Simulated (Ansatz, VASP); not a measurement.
**Two plane-wave programs on LiH**

```
Li H
1.0
     0.00000    2.03675    2.03675
     2.03675    0.00000    2.03675
     2.03675    2.03675    0.00000
Li H
1 1
Direct
  0.00000 0.00000 0.00000
  0.50000 0.50000 0.50000
```

Alike in both runs: functional PBEsol; k mesh 9 × 9 × 9; occupations fermi-dirac, width 0.05 eV; no spin polarisation.

|  | VASP | Ansatz |
| --- | --- | --- |
| version | VASP 6.6.1 | Ansatz 0.2.0 |
| potentials or method | VASP PAW PBE potentials, release 64 (Li_sv, H) | Ansatz PAW |
| plane-wave cutoff (eV) | 520 | 420 |
| valence electrons in the cell | 4 | 4 |
| task | single point | band structure |

```csv
,VASP,Ansatz,Ansatz less VASP
gap on the k mesh at the Fermi level (eV),3.07,3.07,+0.001
least direct gap on the mesh (eV),3.07,3.07,+0.001
```

VASP's potentials were made for PBE, not for PBEsol.

Noted on VASP's run: the cutoff is short for stress, so the pressure is rough. Noted on Ansatz's run: the k mesh misses the band edges, so the gap on the mesh is wider than the one along the path.
